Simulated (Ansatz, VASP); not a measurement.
**Sr4BPt: VASP beside Ansatz**

The input INCAR:

```
ALGO = Normal
EDIFF = 1E-6
ENCUT = 500
GGA = PE
GGA_COMPAT = False
ISIF = 2
ISMEAR = 0
LASPH = True
LCHARG = False
LREAL = False
LWAVE = False
NBANDS = 36
NELM = 120
PREC = Accurate
SIGMA = 0.1
```

Contents of KPOINTS:

```
k-points
0
Gamma
  4 4 4
```

POSCAR

```
Sr4BPt
1.0
    0.0000000000      4.0577978300      4.0577978300
    4.0577978300      0.0000000000      4.0577978300
    4.0577978300      4.0577978300      0.0000000000
Sr B Pt
4 1 1
Direct
    0.1219371000      0.6260209700      0.6260209700
    0.6260209700      0.1219371000      0.6260209700
    0.6260209700      0.6260209700      0.1219371000
    0.6260209700      0.6260209700      0.6260209700
    0.2500000000      0.2500000000      0.2500000000
    0.0000000000      0.0000000000      0.0000000000
```

Input for Ansatz:

```yaml
crystal:
  lattice:
    - [0.0, 4.05779783, 4.05779783]
    - [4.05779783, 0.0, 4.05779783]
    - [4.05779783, 4.05779783, 0.0]
  atoms:
    - { symbol: Sr, position: [0.1219371, 0.62602097, 0.62602097] }
    - { symbol: Sr, position: [0.62602097, 0.1219371, 0.62602097] }
    - { symbol: Sr, position: [0.62602097, 0.62602097, 0.1219371] }
    - { symbol: Sr, position: [0.62602097, 0.62602097, 0.62602097] }
    - { symbol: B, position: [0.25, 0.25, 0.25] }
    - { symbol: Pt, position: [0.0, 0.0, 0.0] }
basis:
  ecutwfc: 420
kpoints:
  mp_grid: { grid: [4, 4, 4] }
hamiltonian:
  xc: pbe
scf:
  occupations: { method: gaussian, width: 0.1 }
  lower_state_search: "off"
output:
  forces: true
  stress: true
  eigenvalues: true
```

Change from the starting cell: species swapped into the NdInCu4 type (F-43m, No. 216).

Alike in both runs: task single point; functional PBE; k mesh 4 × 4 × 4; occupations gaussian, width 0.1 eV; no spin polarisation.

```csv
,VASP,Ansatz
version,VASP 6.6.1,Ansatz 0.2.0
potentials or method,"VASP PAW PBE potentials, release 64 (Sr_sv, B, Pt), cutoff 500 eV","scalar-relativistic, plane waves, PAW"
valence electrons in the cell,53,61
```

|  | VASP | Ansatz | Ansatz less VASP |
| --- | --- | --- | --- |
| gap on the k mesh at the Fermi level (eV) | none | none | - |
| pressure (GPa) | 13.1 | 12.5 | -0.59 |
| rms of the force components (eV/Å) | 0.197 | 0.187 | -0.0106 |

Atom by atom the forces differ by 0.011 eV/Å (rms over components). A gap of «none» marks a metal or a gap that the smearing closes. The functional is the same, so the differences come from potentials, cutoffs and numerics. VASP's potentials hold 53 valence electrons a cell and Ansatz's 61, so a difference there can come from the potentials and not from the codes.

Spin-orbit coupling is off throughout.
